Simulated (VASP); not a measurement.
# Rh in VASP: single point with r2SCAN

Aim: the single point of Rh with r2SCAN.

Everything below comes from runs of VASP 6.6.1. Logs are shortened: lines on timing, memory, paths and dates and some standing lists are left out, and cuts for length are marked.

### 1 The cell of the first run

The cell holds a wire or tube with vacuum around it, 4 atoms: a = 11.500 Å, b = 9.300 Å, c = 4.725 Å, α = 90.00°, β = 90.00°, γ = 90.00°.

### 2 Single point, r2SCAN, collinear spin, ferromagnetic start

Input file POSCAR:

```
Rh
1.0
   11.5000000000      0.0000000000      0.0000000000
    0.0000000000      9.3000000000      0.0000000000
    0.0000000000      0.0000000000      4.7252912111
Rh
4
Direct
    0.3986661642      0.5000000000      0.0000000000
    0.3986661642      0.5000000000      0.5000000000
    0.6013338358      0.5000000000      0.0000000000
    0.6013338358      0.5000000000      0.5000000000
```

Input file INCAR.step1:

```
PREC = Accurate
ENCUT = 440
ISMEAR = 0
SIGMA = 0.05
LREAL = False
LASPH = True
NELM = 200
ISPIN = 2
MAGMOM = 1.5 1.5 1.5 1.5
LMAXMIX = 4
NBANDS = 42
GGA = PE
ALGO = Normal
EDIFF = 1E-5
LWAVE = True
LCHARG = False
GGA_COMPAT = False
```

Input file INCAR.step2:

```
PREC = Accurate
ENCUT = 440
EDIFF = 1E-6
ISMEAR = 0
SIGMA = 0.05
LREAL = False
LASPH = True
NELM = 200
ALGO = Normal
ISIF = 2
LWAVE = False
LCHARG = False
ISPIN = 2
MAGMOM = 1.5 1.5 1.5 1.5
LORBIT = 11
LMAXMIX = 4
METAGGA = R2SCAN
LMIXTAU = True
NBANDS = 42
ISTART = 1
GGA_COMPAT = False
```

Input file KPOINTS:

```
Automatic mesh
0
Gamma
  1 1 13
```

Potentials or basis: VASP PAW PBE potentials, release 64 (Rh_pv).

Command:

```console
cat potpaw_PBE.64/Rh_pv/POTCAR > POTCAR
cp INCAR.step1 INCAR
mpirun -np 1 vasp_std > vasp.out
cp INCAR.step2 INCAR
mpirun -np 1 vasp_std > vasp.out
```

OUTCAR:

```text
PREC = Accurate
   ENCUT = 440
   EDIFF = 1E-6
   ISMEAR = 0
   LREAL = False
   LASPH = True
   NELM = 200
   ISIF = 2
   ISPIN = 2
   LORBIT = 11
   METAGGA = R2SCAN
   ISTART = 1

 ion  position               nearest neighbor table
   1  0.399  0.500  0.000-   3 2.33   2 2.36   2 2.36   4 3.32   4 3.32
   2  0.399  0.500  0.500-   4 2.33   1 2.36   1 2.36   3 3.32   3 3.32
   3  0.601  0.500  0.000-   1 2.33   4 2.36   4 2.36   2 3.32   2 3.32
   4  0.601  0.500  0.500-   2 2.33   3 2.36   3 2.36   1 3.32   1 3.32

  LATTYP: Found a simple orthorhombic cell.
 ALAT       =     4.7252912111
 B/A-ratio  =     1.9681326683
 C/A-ratio  =     2.4337124393

  Lattice vectors:

 A1 = (   0.0000000000,   0.0000000000,  -4.7252912111)
 A2 = (   0.0000000000,   9.3000000000,   0.0000000000)
 A3 = (  11.5000000000,   0.0000000000,   0.0000000000)

Analysis of symmetry for initial positions (statically):
=====================================================================
 Subroutine PRICEL returns following result:

  LATTYP: Found a simple orthorhombic cell.
 ALAT       =     2.3626456056
 B/A-ratio  =     3.9362653367
 C/A-ratio  =     4.8674248787
[... 12 lines left out ...]
 Subroutine GETGRP returns: Found  8 space group operations
 (whereof  8 operations were pure point group operations)
 out of a pool of  8 trial point group operations.

The static configuration has the point symmetry D_2h.

Analysis of symmetry for dynamics (positions and initial velocities):
=====================================================================
 Subroutine PRICEL returns following result:

  LATTYP: Found a simple orthorhombic cell.
 ALAT       =     2.3626456056
 B/A-ratio  =     3.9362653367
 C/A-ratio  =     4.8674248787
[... 12 lines left out ...]
 Subroutine GETGRP returns: Found  8 space group operations
 (whereof  8 operations were pure point group operations)
 out of a pool of  8 trial point group operations.

The dynamic configuration has the point symmetry D_2h.

Analysis of structural, dynamic, and magnetic symmetry:
=====================================================================
 Subroutine PRICEL returns following result:

  LATTYP: Found a simple orthorhombic cell.
 ALAT       =     2.3626456056
 B/A-ratio  =     3.9362653367
 C/A-ratio  =     4.8674248787
[... 12 lines left out ...]
 Subroutine GETGRP returns: Found  8 space group operations
 (whereof  8 operations were pure point group operations)
 out of a pool of  8 trial point group operations.

The overall configuration has the point symmetry D_2h.

 Subroutine INISYM returns: Found  8 space group operations
 (whereof  8 operations are pure point group operations),
 and found     2 'primitive' translations

----------------------------------------------------------------------------------------

                                     Primitive cell

  volume of cell :     252.6849

  direct lattice vectors                    reciprocal lattice vectors
     0.000000000  0.000000000 -2.362645606     0.000000000  0.000000000 -0.423254337
     0.000000000  9.300000000  0.000000000     0.000000000  0.107526882  0.000000000
    11.500000000  0.000000000  0.000000000     0.086956522  0.000000000  0.000000000

  length of vectors
     2.362645606  9.300000000 11.500000000     0.423254337  0.107526882  0.086956522

  position of ions in fractional coordinates (direct lattice)
     0.000000000  0.500000000  0.398666164
     0.000000000  0.500000000  0.601333836

  ion indices of the primitive-cell ions
   primitive index   ion index
                 1           1
                 2           3

----------------------------------------------------------------------------------------

 KPOINTS: Automatic mesh

Automatic generation of k-mesh.
 Grid dimensions read from file:
 generate k-points for:    1    1   13

 Generating k-lattice:

  Cartesian coordinates                     Fractional coordinates (reciprocal lattice)
     0.086956522  0.000000000  0.000000000     1.000000000  0.000000000  0.000000000
     0.000000000  0.107526882  0.000000000     0.000000000  1.000000000  0.000000000
     0.000000000  0.000000000  0.016279013     0.000000000  0.000000000  0.076923077

  Length of vectors
     0.086956522  0.107526882  0.016279013

  Shift w.r.t. Gamma in fractional coordinates (k-lattice)
     0.000000000  0.000000000  0.000000000

 Subroutine IBZKPT returns following result:
 ===========================================

 Found      7 irreducible k-points:

 Following reciprocal coordinates:
            Coordinates               Weight
  0.000000  0.000000  0.000000      1.000000
  0.000000  0.000000  0.076923      2.000000
  0.000000  0.000000  0.153846      2.000000
  0.000000  0.000000  0.230769      2.000000
  0.000000  0.000000  0.307692      2.000000
  0.000000  0.000000  0.384615      2.000000
  0.000000  0.000000  0.461538      2.000000
   k-points           NKPTS =      7   k-points in BZ     NKDIM =      7   number of bands    NBANDS=     42
   number of dos      NEDOS =    301   number of ions     NIONS =      4
   total plane-waves  NPLWV = 163840
   dimension x,y,z NGX =    80 NGY =   64 NGZ =   32
   dimension x,y,z NGXF=   160 NGYF=  128 NGZF=   64
   ions per type =               4
   NGX,Y,Z   is equivalent  to a cutoff of  11.56, 11.44, 11.26 a.u.
   NGXF,Y,Z  is equivalent  to a cutoff of  23.13, 22.88, 22.52 a.u.
 SYSTEM =  unknown system
   PREC   = accura    normal or accurate (medium, high low for compatibility)
   ISTART =      1    job   : 0-new  1-cont  2-samecut
   ICHARG =      0    charge: 1-file 2-atom 10-const
   ISPIN  =      2    spin polarized calculation?
   LNONCOLLINEAR =      F non collinear calculations
   LSORBIT =      F    spin-orbit coupling
   LASPH  =      T    aspherical Exc in radial PAW
   ENCUT  =  440.0 eV  32.34 Ry    5.69 a.u.  19.67 15.91  8.08*2*pi/ulx,y,z
   NELM   =    200;   NELMIN=  2; NELMDL=  0     # of ELM steps
   EDIFF  = 0.1E-05   stopping-criterion for ELM
   LREAL  =      F    real-space projection
   EDIFFG = 0.1E-04   stopping-criterion for IOM
   NSW    =      0    number of steps for IOM
   IBRION =     -1    ionic relax: 0-MD 1-quasi-New 2-CG
   NFREE  =      0    steps in history (QN), initial steepest desc. (CG)
   ISIF   =      2    stress and relaxation
   ISYM   =      2    0-nonsym 1-usesym 2-fastsym
   POTIM  = 0.5000    time-step for ionic-motion
   TEBEG  =    0.0;   TEEND  =   0.0 temperature during run
   PSTRESS=    0.0 pullay stress
   NELECT =      60.0000    total number of electrons
   NUPDOWN=      -1.0000    fix difference up-down
   EMIN   =  10.00;   EMAX   =-10.00  energy-range for DOS
   EFERMI =   0.00;   METHOD = LEGACY
   ISMEAR =     0;   SIGMA  =   0.05  broadening in eV -4-tet -1-fermi 0-gaus
   EFERMI_NEDOS =   21; number of points for ismear=-14 and -15
   IALGO  =     38    algorithm
   IMIX   =      4    mixing-type and parameters
     AMIX     =   0.40;   BMIX     =  1.00
     AMIX_MAG =   1.60;   BMIX_MAG =  1.00
  volume/ion in A,a.u.               =     126.34       852.60
  Fermi-wavevector in a.u.,A,eV,Ry     =   0.804616  1.520504  8.808511  0.647407
  Thomas-Fermi vector in A             =   1.912706
   LORBIT       =     11    0 simple, 1 ext, 2 COOP (PROOUT), +10 PAW based schemes
   METAGGA = R2SCAN    functional components
   LHFCALC =     F    Hartree Fock is set to
   AEXX    =    0.0000 exact exchange contribution
   IVDW    =     0    specifies the selected vdW correction
   LEPSILON=     F    determine dielectric tensor
   LRPA    =     F    only Hartree local field effects (RPA)
 spin polarized calculation
 Gauss-broadening in eV      SIGMA  =   0.05
  energy-cutoff  :      440.00
  volume of cell :      505.37
 maximum number of plane-waves:     10622
 NGX is ok and might be reduce to    80
   NGX = 39   NGY = 31   NGZ = 17

 number of electron      60.0000035 magnetization       3.1857934

 Free energy of the ion-electron system (eV)
  ---------------------------------------------------
  ext. energy  EPLUGINS =         0.00000000
  ---------------------------------------------------
  free energy    TOTEN  =       -86.28480614 eV

  energy without entropy =      -86.27973780  energy(sigma->0) =      -86.28227197

 E-fermi :  -3.0020     XC(G=0):  -2.9240

 val. band max:       -3.0309957589   @ k =   0.0000   0.0000   0.4615
 cond. band min:      -2.9444088234   @ k =   0.0000   0.0000   0.1538
 fundamental gap:      0.0865869355
 Fermi energy:        -3.0020044884

 spin component 1

 k-point     1 :       0.0000    0.0000    0.0000
  band No.  band energies     occupation
      1     -51.8074      1.00000
      2     -51.7042      1.00000
      3     -51.4902      1.00000
      4     -51.3189      1.00000
      5     -50.9301      1.00000
      6     -50.8395      1.00000
[... 304 lines left out ...]
     41       3.4662      0.00000
     42       3.4679      0.00000
 Fermi energy:        -3.0020044884

 spin component 2

 k-point     1 :       0.0000    0.0000    0.0000
  band No.  band energies     occupation
      1     -51.2900      1.00000
      2     -51.1833      1.00000
      3     -50.7065      1.00000
      4     -50.5280      1.00000
      5     -49.9253      1.00000
      6     -49.8954      1.00000
[... 304 lines left out ...]
     41       3.5207      0.00000
     42       3.6543      0.00000

------------------------ aborting loop because EDIFF is reached ----------------------------------------

  FORCE on cell =-STRESS in cart. coord.  units (eV):
  Direction    XX          YY          ZZ          XY          YZ          ZX
  --------------------------------------------------------------------------------------
  -------------------------------------------------------------------------------------
  Total        0.1646445     -0.1666951      0.3919085      0.0000000     -0.0000000      0.0000000
  in kB        0.5219735     -0.5284746      1.2424701      0.0000000     -0.0000000      0.0000000
  external PRESSURE =       0.4119897 kB  Pullay stress =       0.0000000 kB

 VOLUME and BASIS-vectors are now :
 -----------------------------------------------------------------------------
  energy-cutoff  :      440.00
  volume of cell :      505.37
      direct lattice vectors                 reciprocal lattice vectors
    11.500000000  0.000000000  0.000000000     0.086956522  0.000000000  0.000000000
     0.000000000  9.300000000  0.000000000     0.000000000  0.107526882  0.000000000
     0.000000000  0.000000000  4.725291211     0.000000000  0.000000000  0.211627169

 POSITION                                       TOTAL-FORCE (eV/Angst)
 -----------------------------------------------------------------------------------
      4.58466      4.65000      0.00000        -0.063266     -0.000000      0.000000
      4.58466      4.65000      2.36265        -0.063266     -0.000000      0.000000
      6.91534      4.65000      0.00000         0.063266      0.000000      0.000000
      6.91534      4.65000      2.36265         0.063266      0.000000      0.000000
 -----------------------------------------------------------------------------------
    total drift:                               -0.000000      0.000000      0.000000

  FREE ENERGIE OF THE ION-ELECTRON SYSTEM (eV)
  ---------------------------------------------------
  free  energy   TOTEN  =       -86.2848061365 eV

  energy  without entropy=      -86.2797378040  energy(sigma->0) =      -86.28227197

 total charge

# of ion       s       p       d       tot
------------------------------------------
    1        0.435   6.133   7.239  13.806
    2        0.435   6.133   7.239  13.806
    3        0.435   6.133   7.239  13.806
    4        0.435   6.133   7.239  13.806
--------------------------------------------------
tot          1.739  24.530  28.956  55.225

 magnetization (x)

# of ion       s       p       d       tot
------------------------------------------
    1        0.011   0.000   0.731   0.742
    2        0.011   0.000   0.731   0.742
    3        0.011   0.000   0.731   0.742
    4        0.011   0.000   0.731   0.742
--------------------------------------------------
tot          0.043   0.001   2.924   2.967
```

Run time: 13 min. Hardware: 1 thread of Intel Xeon Platinum 8488C (Sapphire Rapids), shared host; peak memory 0.71 GiB.

Results:

| Quantity | Value |
| --- | --- |
| Free energy | -86.2848 eV |
| Largest force | 0.063 eV/Å |
| Net moment | 3.19 μB per cell |
| Site moments | Rh +0.74 μB |
| Valence electrons inside the program's atomic spheres | Rh 13.81 |

Forces in eV/Å, atoms in the order of the input:
```
Rh  -0.063  0.000  0.000
Rh  -0.063  0.000  0.000
Rh   0.063  0.000  0.000
Rh   0.063  0.000  0.000
```

Levels at points of the mesh, in eV from the Fermi level:
Spin up:
```csv
k point,band 29,band 30,band 31,band 32,band 33,band 34,band 35,band 36
"(0.00, 0.00, 0.00)",-0.59,0.20,0.24,0.48,0.88,1.57,2.11,2.61
```
Spin down:
| k point | band 25 | band 26 | band 27 | band 28 | band 29 | band 30 | band 31 | band 32 |
| --- | --- | --- | --- | --- | --- | --- | --- | --- |
| (0.00, 0.00, 0.00) | -0.31 | -0.14 | 0.25 | 0.31 | 0.56 | 0.68 | 0.93 | 1.18 |

Caveat: the PAW data sets were made with another functional, which shifts forces and pressure a little.
